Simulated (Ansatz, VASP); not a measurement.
Zr3ZnN2 in VASP and in Ansatz

```
Zr Zn N
1.0
     5.97028    0.00000    0.00000
    -2.98514    5.17042    0.00000
     0.00000    0.00000    3.09375
Zr Zn N
3 1 2
Direct
  0.50000 0.00000 0.00000
  0.00000 0.50000 0.00000
  0.50000 0.50000 0.00000
  0.00000 0.00000 0.00000
  0.33333 0.66667 0.50000
  0.66667 0.33333 0.50000
```

Alike in both runs: functional PBE; k mesh 6 × 6 × 12; occupations gaussian, width 0.1 eV; no spin polarisation.

Ansatz relaxed the structure, and its values are those at the end. VASP's run is a single point on that final structure, the one shown.

|  | VASP | Ansatz |
| --- | --- | --- |
| version | VASP 6.6.1 | Ansatz 0.2.0 |
| potentials or method | VASP PAW PBE potentials, release 64 (Zr_sv, Zn, N), cutoff 520 eV | scalar-relativistic, plane waves, PAW |
| valence electrons in the cell | 58 | 58 |

Ansatz gave:

```
gap on the k mesh at the Fermi level (eV) : none
pressure (GPa)                            : 0.0
```

**Question.** Estimate VASP's values.

**Answer.** gap on the k mesh at the Fermi level (eV): none; pressure (GPa): 0.2.

A gap of «none» marks a metal or a gap that the smearing closes.
